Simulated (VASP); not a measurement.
Wanted: the native input for a VASP 6.6.1 run.

```
Task                   : single point
Functional             : PBEsol
Potentials or basis    : VASP PAW PBE potentials, release 64 (Pb_d)
Cutoff                 : 520 eV
k mesh                 : 8 × 8 × 8
Occupations            : methfessel-paxton, width 0.05 eV
Spin                   : no spin polarisation
Dipole correction      : no
Further INCAR settings : ALGO = Normal; EDIFF = 1e-06; NBANDS = 13
```

The structure of Pb lies in POSCAR:

```
Pb
1.0
    0.0000000000      2.4704113031      2.4704113031
    2.4704113031      0.0000000000      2.4704113031
    2.4704113031      2.4704113031      0.0000000000
Pb
1
Direct
    0.0000000000      0.0000000000      0.0000000000
```

One way to write it, as run:

INCAR

```
SYSTEM = Pb
  ALGO = Normal
  EDIFF = 1E-6
  ENCUT = 520
  GGA = PS
  ISIF = 2
  ISMEAR = 1
  LASPH = .TRUE.
  LCHARG = .FALSE.
  LREAL = .FALSE.
  LWAVE = .FALSE.
  NBANDS = 13
  NELM = 100
  PREC = Accurate
  SIGMA = 0.05
```

KPOINTS

```
k-points
0
G
  8 8 8
  0 0 0
```

Potentials or basis: VASP PAW PBE potentials, release 64 (Pb_d).

Command:

```sh
$ cat potpaw_PBE.64/Pb_d/POTCAR > POTCAR
$ mpirun -np 1 vasp_std > vasp.out
```

Results of the run:

| Item | Value |
| --- | --- |
| Pressure | -0.1 GPa |
| Band gap on the k mesh | zero (bands 7 and 8 overlap by 8.85 eV) |

Caveat: the PAW data sets were made with another functional, which shifts forces and pressure a little; spin-orbit coupling is left out, which moves the levels of the heavy elements.

Wall time 11 s on 1 thread of Intel(R) Xeon(R) Platinum 8488C (Sapphire Rapids), with other jobs on the host, peak memory 0.16 GiB.
